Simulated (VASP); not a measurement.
Write the native input for VASP 6.6.1 that does the following.

| Item | Value |
| --- | --- |
| Task | single point |
| Functional | PBE |
| Dispersion | D3(BJ) |
| Potentials or basis | VASP PAW PBE potentials, release 64 (Se, W_sv) |
| Cutoff | 520 eV |
| k mesh | 9 × 9 × 1 |
| Occupations | gaussian, width 0.02 eV |
| Spin | no spin polarisation |
| Dipole correction | yes |
| Further INCAR settings | ALGO = Normal; EDIFF = 1e-07; NBANDS = 20 |

The structure of WSe2 lies in POSCAR:

```
WSe2
1.0
    3.1980000000      0.0000000000      0.0000000000
   -1.5990000000      2.7695492413      0.0000000000
    0.0000000000      0.0000000000     32.7373831004
Se W
2 1
Direct
    0.3333333333      0.6666666667      0.4494309000
    0.3333333333      0.6666666667      0.5505691000
    0.6666666667      0.3333333333      0.5000000000
```

One way to write it, as run:

INCAR

```
PREC     = Accurate       # precision mode
ENCUT    = 520            # plane-wave cutoff, eV
EDIFF    = 1E-7           # SCF threshold, eV
ISMEAR   = 0              # smearing method
SIGMA    = 0.02           # smearing width, eV
LREAL    = False          # projectors in reciprocal space
LASPH    = True           # aspherical terms in the spheres
NELM     = 80             # most SCF steps
ALGO     = Normal         # electronic algorithm
ISIF     = 2              # what is computed and relaxed
LWAVE    = False          # write WAVECAR
LCHARG   = False          # write CHGCAR
LDIPOL   = True         
IDIPOL   = 3            
DIPOL    = 0.5 0.5 0.500
GGA      = PE             # functional
IVDW     = 12             # dispersion correction
NBANDS   = 20             # bands
```

KPOINTS

```
Automatic mesh
0
Gamma
  9 9 1
```

Potentials or basis: VASP PAW PBE potentials, release 64 (Se, W_sv).

The run is started by

```bash
$ cat potpaw_PBE.64/Se/POTCAR potpaw_PBE.64/W_sv/POTCAR > POTCAR
$ mpirun -np 1 vasp_std > vasp.out
```

It gave:

```json
{"Largest force": "1.270 eV/Å", "Band gap on the k mesh": "1.82 eV, indirect (least direct gap 1.91 eV)", "Dispersion energy per atom": "-0.359 eV"}
```

Caveat: spin-orbit coupling is left out, which moves the levels of the heavy elements.

Wall time 52 s on 1 thread of Intel(R) Xeon(R) 6975P-C (Granite Rapids), with other jobs on the host, peak memory 0.4 GiB.
